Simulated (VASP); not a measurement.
# CuAu (P4mm) in VASP: single point with PBE

Aim: the single point of CuAu with PBE.

Everything below comes from runs of VASP 6.6.1. Logs are shortened: lines on timing, memory, paths and dates and some standing lists are left out, and cuts for length are marked.

**1. The cell of the first run**

Symmetry: P4mm, No. 99, tetragonal system. The conventional cell has a = 2.633 Å, b = 2.633 Å, c = 3.671 Å, α = 90.00°, β = 90.00°, γ = 90.00°. Cu (site symmetry 4mm) has 8 Au at 2.57 to 2.66 Å and 4 Cu at 2.63 Å within 3.4 Å. Within 3.4 Å of Au (site symmetry 4mm) lie 8 Cu at 2.57 to 2.66 Å and 4 Au at 2.63 Å.

**2. Single point, PBE (strained and its atoms moved)**

INCAR reads:

```
PREC = Accurate ; ENCUT = 520
EDIFF = 1E-7 ; ISMEAR = 0
SIGMA = 0.1 ; LREAL = False
LASPH = True ; NELM = 80
ALGO = Fast ; ISIF = 2
LWAVE = False ; LCHARG = False
GGA = PE ; NBANDS = 18
```

KPOINTS reads:

```
regular mesh
0
Gamma
  14 14 10
```

POSCAR reads:

```
CuAu
1.0
    2.6328960000      0.0000000000      0.0000000000
    0.0000000000      2.6328960000      0.0000000000
    0.0000000000      0.0000000000      3.6711744000
Cu Au
1 1
Direct
    0.5000000000      0.5000000000      0.4918256131
    0.0000000000      0.0000000000      0.0081743869
```

Potentials or basis: VASP PAW PBE potentials, release 64 (Cu, Au).

Launch:

```console
> cat potpaw_PBE.64/Cu/POTCAR potpaw_PBE.64/Au/POTCAR > POTCAR
> mpirun -np 1 vasp_std > vasp.out
```

OUTCAR:

```text
PREC = Accurate
   ENCUT = 520
   EDIFF = 1E-7
   ISMEAR = 0
   LREAL = False
   LASPH = True
   NELM = 80
   ISIF = 2
   GGA = PE

 ion  position               nearest neighbor table
   1  0.500  0.500  0.492-   2 2.57   2 2.57   2 2.57   2 2.57   2 2.66   2 2.66   2 2.66   2 2.66

   2  0.000  0.000  0.008-   1 2.57   1 2.57   1 2.57   1 2.57   1 2.66   1 2.66   1 2.66   1 2.66

  LATTYP: Found a simple tetragonal cell.
 ALAT       =     2.6328960000
 C/A-ratio  =     1.3943484285

  Lattice vectors:

 A1 = (   2.6328960000,   0.0000000000,   0.0000000000)
 A2 = (   0.0000000000,   2.6328960000,   0.0000000000)
 A3 = (   0.0000000000,   0.0000000000,   3.6711744000)

Analysis of symmetry for initial positions (statically):
=====================================================================
 Subroutine PRICEL returns:
 Original cell was already a primitive cell.

 Routine SETGRP: Setting up the symmetry group for a
 simple tetragonal supercell.

 Subroutine GETGRP returns: Found  8 space group operations
 (whereof  8 operations were pure point group operations)
 out of a pool of 16 trial point group operations.

The static configuration has the point symmetry C_4v.

Analysis of symmetry for dynamics (positions and initial velocities):
=====================================================================
 Subroutine PRICEL returns:
 Original cell was already a primitive cell.

 Routine SETGRP: Setting up the symmetry group for a
 simple tetragonal supercell.

 Subroutine GETGRP returns: Found  8 space group operations
 (whereof  8 operations were pure point group operations)
 out of a pool of 16 trial point group operations.

The dynamic configuration has the point symmetry C_4v.

 Subroutine INISYM returns: Found  8 space group operations
 (whereof  8 operations are pure point group operations),
 and found     1 'primitive' translations

----------------------------------------------------------------------------------------

                                     Primitive cell

  volume of cell :      25.4491

  direct lattice vectors                    reciprocal lattice vectors
     2.632896000  0.000000000  0.000000000     0.379809913  0.000000000  0.000000000
     0.000000000  2.632896000  0.000000000     0.000000000  0.379809913  0.000000000
     0.000000000  0.000000000  3.671174400     0.000000000  0.000000000  0.272392398

[... 81 lines left out ...]
   ENCUT  =  520.0 eV  38.22 Ry    6.18 a.u.   4.90  4.90  6.83*2*pi/ulx,y,z
   NELM   =     80;   NELMIN=  2; NELMDL= -5     # of ELM steps
   EDIFF  = 0.1E-06   stopping-criterion for ELM
   LREAL  =      F    real-space projection
   EDIFFG = 0.1E-05   stopping-criterion for IOM
   NSW    =      0    number of steps for IOM
   IBRION =     -1    ionic relax: 0-MD 1-quasi-New 2-CG
   NFREE  =      0    steps in history (QN), initial steepest desc. (CG)
   ISIF   =      2    stress and relaxation
   ISYM   =      2    0-nonsym 1-usesym 2-fastsym
   POTIM  = 0.5000    time-step for ionic-motion
   TEBEG  =    0.0;   TEEND  =   0.0 temperature during run
   PSTRESS=    0.0 pullay stress
   NELECT =      22.0000    total number of electrons
   NUPDOWN=      -1.0000    fix difference up-down
   EMIN   =  10.00;   EMAX   =-10.00  energy-range for DOS
   EFERMI =   0.00;   METHOD = LEGACY
   ISMEAR =     0;   SIGMA  =   0.10  broadening in eV -4-tet -1-fermi 0-gaus
   EFERMI_NEDOS =   21; number of points for ismear=-14 and -15
   IALGO  =     68    algorithm
   IMIX   =      4    mixing-type and parameters
     AMIX     =   0.40;   BMIX     =  1.00
     AMIX_MAG =   1.60;   BMIX_MAG =  1.00
  volume/ion in A,a.u.               =      12.72        85.87
  Fermi-wavevector in a.u.,A,eV,Ry     =   1.559522  2.947070 33.090862  2.432110
  Thomas-Fermi vector in A             =   2.662868
   LORBIT       =      0    0 simple, 1 ext, 2 COOP (PROOUT), +10 PAW based schemes
   GGA     = PE    functional components
   LHFCALC =     F    Hartree Fock is set to
   AEXX    =    0.0000 exact exchange contribution
   IVDW    =     0    specifies the selected vdW correction
   LEPSILON=     F    determine dielectric tensor
   LRPA    =     F    only Hartree local field effects (RPA)
 non-spin polarized calculation
 RMM-DIIS sequential band-by-band and
 Gauss-broadening in eV      SIGMA  =   0.10
  energy-cutoff  :      520.00
  volume of cell :       25.45
 maximum number of plane-waves:       700
 NGX is ok and might be reduce to    20
   NGX =  9   NGY =  9   NGZ = 13

 number of electron      22.0000012 magnetization

 Free energy of the ion-electron system (eV)
  ---------------------------------------------------
  ext. energy  EPLUGINS =         0.00000000
  ---------------------------------------------------
  free energy    TOTEN  =        -6.56721928 eV

  energy without entropy =       -6.56402998  energy(sigma->0) =       -6.56562463

 E-fermi :  10.9626     XC(G=0): -13.4691

 val. band max:       10.9561295485   @ k =   0.3571   0.3571   0.3000
 cond. band min:      10.9705660188   @ k =   0.5000   0.0714   0.3000
 fundamental gap:      0.0144364703
 Fermi energy:        10.9626303647

 k-point     1 :       0.0000    0.0000    0.0000
  band No.  band energies     occupation
      1      -0.2537      2.00000
      2       2.9302      2.00000
      3       3.1696      2.00000
      4       6.3619      2.00000
      5       6.3619      2.00000
      6       7.4063      2.00000
[... 481 lines left out ...]
      5       5.3807      2.00000
      6       6.9521      2.00000
[... 10 lines left out ...]
     17      25.7173      0.00000
     18      27.3322      0.00000

 [... further k-points ...]

------------------------ aborting loop because EDIFF is reached ----------------------------------------

  FORCE on cell =-STRESS in cart. coord.  units (eV):
  Direction    XX          YY          ZZ          XY          YZ          ZX
  --------------------------------------------------------------------------------------
  -------------------------------------------------------------------------------------
  Total        6.4537144      6.4537144      5.1126700      0.0000000      0.0000000      0.0000000
  in kB      406.3010048    406.3010048    321.8740188      0.0000000      0.0000000      0.0000000
  external PRESSURE =     378.1586761 kB  Pullay stress =       0.0000000 kB

 VOLUME and BASIS-vectors are now :
 -----------------------------------------------------------------------------
  energy-cutoff  :      520.00
  volume of cell :       25.45
      direct lattice vectors                 reciprocal lattice vectors
     2.632896000  0.000000000  0.000000000     0.379809913  0.000000000  0.000000000
     0.000000000  2.632896000  0.000000000     0.000000000  0.379809913  0.000000000
     0.000000000  0.000000000  3.671174400     0.000000000  0.000000000  0.272392398

 POSITION                                       TOTAL-FORCE (eV/Angst)
 -----------------------------------------------------------------------------------
      1.31645      1.31645      1.80558         0.000000     -0.000000      0.770415
      0.00000      0.00000      0.03001         0.000000      0.000000     -0.770415
 -----------------------------------------------------------------------------------
    total drift:                               -0.000000      0.000000     -0.000217

  FREE ENERGIE OF THE ION-ELECTRON SYSTEM (eV)
  ---------------------------------------------------
  free  energy   TOTEN  =        -6.5672192768 eV

  energy  without entropy=       -6.5640299766  energy(sigma->0) =       -6.56562463
```

OSZICAR:

```text
N       E                     dE             d eps       ncg     rms          rms(c)
DAV:   1     0.128151731167E+03    0.12815E+03   -0.11176E+04  8594   0.181E+03
DAV:   2    -0.255048979598E+01   -0.13070E+03   -0.12295E+03  7904   0.305E+02
DAV:   3    -0.750324994280E+01   -0.49528E+01   -0.48595E+01  9198   0.689E+01
DAV:   4    -0.756963438221E+01   -0.66384E-01   -0.66329E-01  9706   0.661E+00
DAV:   5    -0.757121399435E+01   -0.15796E-02   -0.15795E-02  9914   0.104E+00    0.158E+01
RMM:   6    -0.683373779197E+01    0.73748E+00   -0.32233E+00  9087   0.287E+01    0.689E+00
RMM:   7    -0.674484270935E+01    0.88895E-01   -0.15148E+00  9176   0.173E+01    0.807E+00
RMM:   8    -0.657222028486E+01    0.17262E+00   -0.26869E-01  9278   0.775E+00    0.261E+00
RMM:   9    -0.657207114939E+01    0.14914E-03   -0.38270E-02 10552   0.297E+00    0.947E-01
RMM:  10    -0.656722094830E+01    0.48502E-02   -0.26989E-02  9649   0.221E+00    0.251E-01
RMM:  11    -0.656709297877E+01    0.12797E-03   -0.51490E-03 10623   0.859E-01    0.579E-02
RMM:  12    -0.656722756393E+01   -0.13459E-03   -0.13274E-03 11640   0.276E-01    0.521E-02
RMM:  13    -0.656723881459E+01   -0.11251E-04   -0.28651E-04  9575   0.237E-01    0.648E-02
RMM:  14    -0.656721566805E+01    0.23147E-04   -0.12357E-04 10151   0.127E-01    0.364E-02
RMM:  15    -0.656721912688E+01   -0.34588E-05   -0.37915E-05 11233   0.436E-02    0.223E-02
RMM:  16    -0.656721942581E+01   -0.29894E-06   -0.40608E-06 10170   0.169E-02    0.185E-02
RMM:  17    -0.656721922029E+01    0.20552E-06   -0.14064E-06  8569   0.119E-02    0.163E-02
RMM:  18    -0.656721927680E+01   -0.56506E-07   -0.48494E-07  7957   0.615E-03
   1 F= -.65672193E+01 E0= -.65656246E+01  d E =-.318930E-02
```

Wall time 3.6 min (1 thread of Intel Xeon 8259CL, shared host); peak memory 0.22 GiB.

What came out:

```yaml
Free_energy: -6.5672 eV
Pressure: 37.8 GPa
Largest_force: 0.770 eV/Å
Band_gap_on_the_k_mesh: zero (bands 11 and 12 overlap by 8.09 eV)
```

Forces in eV/Å, atoms in the order of the input:
```
Cu   0.000  0.000  0.770
Au   0.000  0.000 -0.770
```

Stress tensor (GPa, compression positive):
```
40.63  0.00  0.00
 0.00 40.63  0.00
 0.00  0.00 32.19
```

Levels at points of the mesh, in eV from the Fermi level:
| k point | band 7 | band 8 | band 9 | band 10 | band 11 | band 12 | band 13 | band 14 | band 15 | band 16 |
| --- | --- | --- | --- | --- | --- | --- | --- | --- | --- | --- |
| (0.00, 0.00, 0.00) | -3.11 | -2.66 | -1.91 | -1.64 | -1.64 | 0.96 | 8.03 | 11.37 | 11.37 | 17.40 |
| (0.50, 0.00, 0.00) | -3.61 | -3.60 | -2.78 | -2.54 | -0.83 | 0.47 | 9.10 | 9.48 | 11.67 | 12.10 |
| (0.50, 0.50, 0.00) | -1.81 | -1.63 | -1.63 | -1.32 | 0.68 | 0.68 | 6.78 | 8.37 | 9.90 | 11.77 |
| (0.00, 0.00, 0.50) | -3.93 | -2.98 | -2.82 | -2.69 | -2.69 | -2.23 | 15.11 | 15.30 | 15.94 | 15.94 |
| (0.50, 0.00, 0.50) | -1.95 | -1.91 | -1.90 | -1.81 | -1.65 | -1.65 | 3.50 | 4.98 | 16.27 | 16.80 |
| (0.50, 0.50, 0.50) | -3.64 | -2.61 | -1.81 | -1.32 | 5.86 | 5.86 | 6.20 | 7.42 | 7.42 | 7.57 |

Caveat: the cell differs from its parent crystal (strained and its atoms moved); the cell stands under pressure; spin-orbit coupling is left out, which moves the levels of the heavy elements.
